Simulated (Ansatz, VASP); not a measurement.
## Hg in VASP and in Ansatz

```
Hg
1.0
     0.00000    3.14637    3.14637
     3.14637    0.00000    3.14637
     3.14637    3.14637    0.00000
Hg
2
Direct
  0.12500 0.12500 0.12500
  0.87500 0.87500 0.87500
```

Alike in both runs: task relaxation of cell and atoms; functional revPBE; k mesh 9 × 9 × 9; occupations fermi-dirac, width 0.1 eV; no spin polarisation.

|  | VASP | Ansatz |
| --- | --- | --- |
| version | VASP 6.6.1 | Ansatz 0.2.0 |
| potentials or method | VASP PAW PBE potentials, release 64 (Hg), cutoff 500 eV | plane waves (420 eV) with PAW, scalar-relativistic |
| valence electrons in the cell | 24 | 40 |

|  | VASP | Ansatz | Ansatz less VASP |
| --- | --- | --- | --- |
| relaxed volume (Å³/atom) | 90.17 | 139.63 | +49.460 |
| relaxed length of the cell vector where the two differ most in proportion (Å) | 6.342 | 7.337 | +0.9951 |

VASP's potentials were made for PBE, not for revPBE. One of these differences is far larger than is usual between the two programs; its cause wasn't traced. VASP's potentials hold 24 valence electrons a cell and Ansatz's 40, so a difference there can come from the potentials and not from the codes.

Spin-orbit coupling is off throughout. Noted on VASP's run: the volume moved by over 15 % at a fixed basis, so the end points are rough.
